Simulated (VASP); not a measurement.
Write the native input for VASP 6.6.1 that does the following.

```yaml
Task: single point
Functional: PBEsol
Potentials_or_basis: VASP PAW PBE potentials, release 64 (Yb, Os)
Cutoff: 520 eV
k_mesh: 8 × 8 × 8
Occupations: gaussian, width 0.05 eV
Spin: no spin polarisation
Dipole_correction: no
Further_INCAR_settings: ALGO = Normal; EDIFF = 1e-06; NBANDS = 32
```

The structure of YbOs3 lies in POSCAR:

```
YbOs3
1.0
    3.9891461120      0.0000000000      0.0000000000
    0.0000000000      3.9891461120      0.0000000000
    0.0000000000      0.0000000000      3.9891461120
Yb Os
1 3
Direct
    0.0000000000      0.0000000000      0.0000000000
    0.0000000000      0.5000000000      0.5000000000
    0.5000000000      0.5000000000      0.0000000000
    0.5000000000      0.0000000000      0.5000000000
```

One way to write it, as run:

INCAR

```
PREC = Accurate ; ENCUT = 520
EDIFF = 1E-6 ; ISMEAR = 0
SIGMA = 0.05 ; LREAL = False
LASPH = True ; NELM = 60
ALGO = Normal ; ISIF = 2
LWAVE = False ; LCHARG = False
GGA = PS ; NBANDS = 32
```

KPOINTS

```
regular mesh
0
Gamma
  8 8 8
```

Potentials or basis: VASP PAW PBE potentials, release 64 (Yb, Os).

The run is started by

```bash
$ cat potpaw_PBE.64/Yb/POTCAR potpaw_PBE.64/Os/POTCAR > POTCAR
$ mpirun -np 1 vasp_std > vasp.out
```

It gave:

```
Pressure               : -4.7 GPa
Band gap on the k mesh : zero (bands 24 and 25 overlap by 2.74 eV)
```

Caveat: the cell stands under tension; the PAW data sets were made with another functional, which shifts forces and pressure a little; spin-orbit coupling is left out, which moves the levels of the heavy elements.

Wall time 2.9 min on 1 thread of Intel(R) Xeon(R) 6975P-C (Granite Rapids), with other jobs on the host, peak memory 0.23 GiB.
